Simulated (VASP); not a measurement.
# Rh12S in VASP: single point with PBE

Aim: the single point of Rh12S with PBE.

Program: VASP 6.6.1. These are calculated values, not measurements. Logs are shortened: lines on timing, memory, paths and dates and some standing lists are left out, and cuts for length are marked.

## (1) The cell of the first run

The cell holds a slab with vacuum, 13 atoms: a = 5.417 Å, b = 5.417 Å, c = 19.174 Å, α = 90.00°, β = 90.00°, γ = 90.00°.

## (2) Single point, PBE

Input file INCAR:

```
ALGO = Normal
DIPOL = 0.5 0.5 0.319
EDIFF = 1E-7
ENCUT = 520
GGA = PE
IDIPOL = 3
ISIF = 2
ISMEAR = 0
LASPH = T
LCHARG = F
LDIPOL = T
LREAL = F
LWAVE = F
NBANDS = 105
NELM = 60
PREC = Accurate
SIGMA = 0.1
```

Input file KPOINTS:

```
k-points
0
Gamma
  5 5 1
```

Input file POSCAR:

```
Rh12S
1.0
    5.4165863251      0.0000000000      0.0000000000
    0.0000000000      5.4165863251      0.0000000000
    0.0000000000      0.0000000000     19.1737394005
Rh S
12 1
Direct
    0.2500000000      0.2500000000      0.2086186693
    0.2500000000      0.7500000000      0.2086186693
    0.7500000000      0.2500000000      0.2086186693
    0.7500000000      0.7500000000      0.2086186693
    0.0000000000      0.0000000000      0.3044995949
    0.0000000000      0.5000000000      0.3044995949
    0.5000000000      0.0000000000      0.3044995949
    0.5000000000      0.5000000000      0.3044995949
    0.2500000000      0.2500000000      0.4002213256
    0.2500000000      0.7500000000      0.4002213256
    0.7500000000      0.2500000000      0.4002213256
    0.7500000000      0.7500000000      0.4002213256
    0.4166666667      0.4166666667      0.4878991342
```

Potentials or basis: VASP PAW PBE potentials, release 64 (Rh_pv, S).

Started as:

```console
> cat potpaw_PBE.64/Rh_pv/POTCAR potpaw_PBE.64/S/POTCAR > POTCAR
> mpirun -np 1 vasp_std > vasp.out
```

OUTCAR:

```text
EDIFF = 1E-7
   ENCUT = 520
   GGA = PE
   ISIF = 2
   ISMEAR = 0
   LASPH = T
   LREAL = F
   NELM = 60
   PREC = Accurate

 ion  position               nearest neighbor table
   1  0.250  0.250  0.209-   5 2.65   6 2.65   7 2.65   8 2.65   2 2.71   3 2.71   2 2.71   3 2.71

   2  0.250  0.750  0.209-   5 2.65   6 2.65   7 2.65   8 2.65   1 2.71   4 2.71   1 2.71   4 2.71

   3  0.750  0.250  0.209-   5 2.65   6 2.65   7 2.65   8 2.65   1 2.71   4 2.71   4 2.71   1 2.71

   4  0.750  0.750  0.209-   5 2.65   6 2.65   7 2.65   8 2.65   2 2.71   3 2.71   3 2.71   2 2.71

   5  0.000  0.000  0.304-   9 2.65  10 2.65  11 2.65  12 2.65   1 2.65   2 2.65   3 2.65   4 2.65
                             6 2.71   7 2.71   6 2.71   7 2.71
   6  0.000  0.500  0.304-   9 2.65  10 2.65  11 2.65  12 2.65   1 2.65   2 2.65   3 2.65   4 2.65
                             5 2.71   8 2.71   5 2.71   8 2.71
   7  0.500  0.000  0.304-   9 2.65  10 2.65  11 2.65  12 2.65   1 2.65   2 2.65   3 2.65   4 2.65
                             5 2.71   8 2.71   8 2.71   5 2.71
   8  0.500  0.500  0.304-   9 2.65  10 2.65  11 2.65  12 2.65   1 2.65   2 2.65   3 2.65   4 2.65
                             6 2.71   7 2.71   7 2.71   6 2.71
   9  0.250  0.250  0.400-  13 2.11   6 2.65   7 2.65   8 2.65   5 2.65  11 2.71  10 2.71  10 2.71
                            11 2.71
  10  0.250  0.750  0.400-  13 2.63   6 2.65   7 2.65   8 2.65   5 2.65  12 2.71   9 2.71   9 2.71
                            12 2.71
  11  0.750  0.250  0.400-  13 2.63   6 2.65   7 2.65   8 2.65   5 2.65  12 2.71   9 2.71  12 2.71
                             9 2.71
  12  0.750  0.750  0.400-   5 2.65   6 2.65   7 2.65   8 2.65  10 2.71  11 2.71  11 2.71  10 2.71
                            13 3.06
  13  0.417  0.417  0.488-   9 2.11  10 2.63  11 2.63  12 3.06

  LATTYP: Found a simple tetragonal cell.
 ALAT       =     5.4165863251
 C/A-ratio  =     3.5398197776

  Lattice vectors:

 A1 = (   5.4165863251,   0.0000000000,   0.0000000000)
 A2 = (   0.0000000000,   5.4165863251,   0.0000000000)
 A3 = (   0.0000000000,   0.0000000000,  19.1737394005)

Analysis of symmetry for initial positions (statically):
=====================================================================
 Subroutine PRICEL returns:
 Original cell was already a primitive cell.

 Routine SETGRP: Setting up the symmetry group for a
 simple tetragonal supercell.

 Subroutine GETGRP returns: Found  2 space group operations
 (whereof  2 operations were pure point group operations)
 out of a pool of 16 trial point group operations.

The static configuration has the point symmetry C_1h.

Analysis of symmetry for dynamics (positions and initial velocities):
=====================================================================
 Subroutine PRICEL returns:
 Original cell was already a primitive cell.

 Routine SETGRP: Setting up the symmetry group for a
 simple tetragonal supercell.

 Subroutine GETGRP returns: Found  2 space group operations
 (whereof  2 operations were pure point group operations)
 out of a pool of 16 trial point group operations.

The dynamic configuration has the point symmetry C_1h.

 Subroutine INISYM returns: Found  2 space group operations
 (whereof  2 operations are pure point group operations),
 and found     1 'primitive' translations

----------------------------------------------------------------------------------------

                                     Primitive cell

  volume of cell :     562.5462

  direct lattice vectors                    reciprocal lattice vectors
     5.416586325  0.000000000  0.000000000     0.184618123  0.000000000  0.000000000
     0.000000000  5.416586325  0.000000000     0.000000000  0.184618123  0.000000000
     0.000000000  0.000000000 19.173739401     0.000000000  0.000000000  0.052154667

  length of vectors
     5.416586325  5.416586325 19.173739401     0.184618123  0.184618123  0.052154667

  position of ions in fractional coordinates (direct lattice)
     0.250000000  0.250000000  0.208618669
     0.250000000  0.750000000  0.208618669
     0.750000000  0.250000000  0.208618669
     0.750000000  0.750000000  0.208618669
     0.000000000  0.000000000  0.304499595
     0.000000000  0.500000000  0.304499595
     0.500000000  0.000000000  0.304499595
     0.500000000  0.500000000  0.304499595
     0.250000000  0.250000000  0.400221326
     0.250000000  0.750000000  0.400221326
     0.750000000  0.250000000  0.400221326
     0.750000000  0.750000000  0.400221326
     0.416666667  0.416666667  0.487899134

  ion indices of the primitive-cell ions
   primitive index   ion index
                 1           1
                 2           2
                 3           3
                 4           4
                 5           5
                 6           6
                 7           7
                 8           8
                 9           9
                10          10
                11          11
                12          12
                13          13

----------------------------------------------------------------------------------------

 KPOINTS: k-points

Automatic generation of k-mesh.
 Grid dimensions read from file:
 generate k-points for:    5    5    1

 Generating k-lattice:

  Cartesian coordinates                     Fractional coordinates (reciprocal lattice)
     0.036923625  0.000000000  0.000000000     0.200000000  0.000000000  0.000000000
     0.000000000  0.036923625  0.000000000     0.000000000  0.200000000  0.000000000
     0.000000000  0.000000000  0.052154667     0.000000000  0.000000000  1.000000000

  Length of vectors
     0.036923625  0.036923625  0.052154667

  Shift w.r.t. Gamma in fractional coordinates (k-lattice)
     0.000000000  0.000000000  0.000000000

 Subroutine IBZKPT returns following result:
 ===========================================

 Found      9 irreducible k-points:

 Following reciprocal coordinates:
            Coordinates               Weight
  0.000000  0.000000  0.000000      1.000000
  0.200000  0.000000  0.000000      4.000000
  0.400000  0.000000  0.000000      4.000000
  0.200000  0.200000  0.000000      2.000000
 -0.200000  0.200000  0.000000      2.000000
  0.400000  0.200000  0.000000      4.000000
 -0.200000  0.400000  0.000000      4.000000
  0.400000  0.400000  0.000000      2.000000
 -0.400000  0.400000  0.000000      2.000000
   k-points           NKPTS =      9   k-points in BZ     NKDIM =      9   number of bands    NBANDS=    105
   number of dos      NEDOS =    301   number of ions     NIONS =     13
   total plane-waves  NPLWV = 230400
   dimension x,y,z NGX =    40 NGY =   40 NGZ =  144
   dimension x,y,z NGXF=    80 NGYF=   80 NGZF=  288
   ions per type =              12   1
   NGX,Y,Z   is equivalent  to a cutoff of  12.28, 12.28, 12.49 a.u.
   NGXF,Y,Z  is equivalent  to a cutoff of  24.55, 24.55, 24.97 a.u.
 SYSTEM =  unknown system
   PREC   = accura    normal or accurate (medium, high low for compatibility)
   ISTART =      0    job   : 0-new  1-cont  2-samecut
   ICHARG =      2    charge: 1-file 2-atom 10-const
   ISPIN  =      1    spin polarized calculation?
   LNONCOLLINEAR =      F non collinear calculations
   LSORBIT =      F    spin-orbit coupling
   LASPH  =      T    aspherical Exc in radial PAW
   ENCUT  =  520.0 eV  38.22 Ry    6.18 a.u.  10.07 10.07 35.65*2*pi/ulx,y,z
   NELM   =     60;   NELMIN=  2; NELMDL= -5     # of ELM steps
   EDIFF  = 0.1E-06   stopping-criterion for ELM
   LREAL  =      F    real-space projection
   EDIFFG = 0.1E-05   stopping-criterion for IOM
   NSW    =      0    number of steps for IOM
   IBRION =     -1    ionic relax: 0-MD 1-quasi-New 2-CG
   NFREE  =      0    steps in history (QN), initial steepest desc. (CG)
   ISIF   =      2    stress and relaxation
   ISYM   =      2    0-nonsym 1-usesym 2-fastsym
   POTIM  = 0.5000    time-step for ionic-motion
   TEBEG  =    0.0;   TEEND  =   0.0 temperature during run
   PSTRESS=    0.0 pullay stress
   NELECT =     186.0000    total number of electrons
   NUPDOWN=      -1.0000    fix difference up-down
   EMIN   =  10.00;   EMAX   =-10.00  energy-range for DOS
   EFERMI =   0.00;   METHOD = LEGACY
   ISMEAR =     0;   SIGMA  =   0.10  broadening in eV -4-tet -1-fermi 0-gaus
   EFERMI_NEDOS =   21; number of points for ismear=-14 and -15
   IALGO  =     38    algorithm
   IMIX   =      4    mixing-type and parameters
     AMIX     =   0.40;   BMIX     =  1.00
     AMIX_MAG =   1.60;   BMIX_MAG =  1.00
  volume/ion in A,a.u.               =      43.27       292.02
  Fermi-wavevector in a.u.,A,eV,Ry     =   1.132035  2.139235 17.435902  1.281503
  Thomas-Fermi vector in A             =   2.268735
   LORBIT       =      0    0 simple, 1 ext, 2 COOP (PROOUT), +10 PAW based schemes
   GGA     = PE    functional components
   LHFCALC =     F    Hartree Fock is set to
   AEXX    =    0.0000 exact exchange contribution
   IVDW    =     0    specifies the selected vdW correction
   LEPSILON=     F    determine dielectric tensor
   LRPA    =     F    only Hartree local field effects (RPA)
 non-spin polarized calculation
 Gauss-broadening in eV      SIGMA  =   0.10
  energy-cutoff  :      520.00
  volume of cell :      562.55
 maximum number of plane-waves:     15180
   NGX = 21   NGY = 21   NGZ = 71

 dipolmoment           0.000000      0.000000     -0.000160 electrons x Angstroem

 number of electron     186.0000092 magnetization

 dipolmoment           0.000000      0.000000      0.056729 electrons x Angstroem

 Free energy of the ion-electron system (eV)
  ---------------------------------------------------
  ext. energy  EPLUGINS =         0.00000000
  ---------------------------------------------------
  free energy    TOTEN  =       -84.72286417 eV

  energy without entropy =      -84.63598962  energy(sigma->0) =      -84.67942690

 E-fermi :   0.2193     XC(G=0):  -5.4357

 val. band max:        0.1997014410   @ k =   0.4000   0.4000   0.0000
 cond. band min:       0.2309472024   @ k =   0.2000   0.0000   0.0000
 fundamental gap:      0.0312457614
 Fermi energy:         0.2193151371

 k-point     1 :       0.0000    0.0000    0.0000
  band No.  band energies     occupation
      1     -46.9217      2.00000
      2     -46.8193      2.00000
      3     -46.7784      2.00000
      4     -46.7746      2.00000
      5     -46.7532      2.00000
      6     -46.6907      2.00000
[... 97 lines left out ...]
    104       1.8588      0.00000
    105       2.4925      0.00000

 k-point     2 :       0.2000    0.0000    0.0000
  band No.  band energies     occupation
      1     -46.9110      2.00000
      2     -46.8027      2.00000
      3     -46.7755      2.00000
      4     -46.7513      2.00000
      5     -46.7343      2.00000
      6     -46.6812      2.00000
[... 748 lines left out ...]
 k-point     9 :      -0.4000    0.4000    0.0000
  band No.  band energies     occupation
      1     -46.8659      2.00000
      2     -46.7070      2.00000
      3     -46.6876      2.00000
      4     -46.6596      2.00000
      5     -46.6473      2.00000
      6     -46.6377      2.00000
[... 97 lines left out ...]
    104       1.4789      0.00000
    105       1.8539      0.00000

------------------------ aborting loop because EDIFF is reached ----------------------------------------

 vacuum level on the upper side and lower side of the slab       (xc-potential included)         0.165        -0.173

  FORCE on cell =-STRESS in cart. coord.  units (eV):
  Direction    XX          YY          ZZ          XY          YZ          ZX
  --------------------------------------------------------------------------------------
  -------------------------------------------------------------------------------------
  Total       -6.2430952     -6.2430952      1.6165040      1.5650631      2.7333713      2.7333698
  in kB      -17.7808443    -17.7808443      4.6039353      4.4574274      7.7848645      7.7848602
  external PRESSURE =     -10.3192511 kB  Pullay stress =       0.0000000 kB

 VOLUME and BASIS-vectors are now :
 -----------------------------------------------------------------------------
  energy-cutoff  :      520.00
  volume of cell :      562.55
      direct lattice vectors                 reciprocal lattice vectors
     5.416586325  0.000000000  0.000000000     0.184618123  0.000000000  0.000000000
     0.000000000  5.416586325  0.000000000     0.000000000  0.184618123  0.000000000
     0.000000000  0.000000000 19.173739401     0.000000000  0.000000000  0.052154667

 POSITION                                       TOTAL-FORCE (eV/Angst)
 -----------------------------------------------------------------------------------
      1.35415      1.35415      4.00000        -0.013632     -0.013632      0.018782
      1.35415      4.06244      4.00000         0.021152     -0.008160     -0.041860
      4.06244      1.35415      4.00000        -0.008160      0.021152     -0.041860
      4.06244      4.06244      4.00000        -0.096431     -0.096431     -0.131709
      0.00000      0.00000      5.83840        -0.083961     -0.083961      0.096690
      0.00000      2.70829      5.83840        -0.031512     -0.044391     -0.077118
      2.70829      0.00000      5.83840        -0.044391     -0.031512     -0.077118
      2.70829      2.70829      5.83840         0.107725      0.107725     -0.506662
      1.35415      1.35415      7.67374        -0.887206     -0.887206     -0.773843
      1.35415      4.06244      7.67374         0.104021     -0.405114      0.717736
      4.06244      1.35415      7.67374        -0.405114      0.104021      0.717736
      4.06244      4.06244      7.67374        -0.019445     -0.019445      0.113910
      2.25691      2.25691      9.35485         1.356955      1.356955     -0.014685
 -----------------------------------------------------------------------------------
    total drift:                                0.000137      0.000137     -0.000571

  FREE ENERGIE OF THE ION-ELECTRON SYSTEM (eV)
  ---------------------------------------------------
  free  energy   TOTEN  =       -84.7228641716 eV

  energy  without entropy=      -84.6359896242  energy(sigma->0) =      -84.67942690

 vacuum level on the upper side and lower side of the slab         5.481         5.134
```

Run time: 42 min. Hardware: 1 thread of Intel Xeon 8259CL, shared host; peak memory 0.69 GiB.

What came out:

```
Free energy            : -84.7229 eV
Largest force          : 1.919 eV/Å
Band gap on the k mesh : zero (bands 93 and 94 overlap by 0.83 eV)
```

Forces on the atoms (eV/Å):
```
Rh  -0.014 -0.014  0.019
Rh   0.021 -0.008 -0.042
Rh  -0.008  0.021 -0.042
Rh  -0.096 -0.096 -0.132
Rh  -0.084 -0.084  0.097
Rh  -0.032 -0.044 -0.077
Rh  -0.044 -0.032 -0.077
Rh   0.108  0.108 -0.507
Rh  -0.887 -0.887 -0.774
Rh   0.104 -0.405  0.718
Rh  -0.405  0.104  0.718
Rh  -0.019 -0.019  0.114
S    1.357  1.357 -0.015
```

The gap in the log of VASP goes by the Fermi energy; the results here count the filled bands.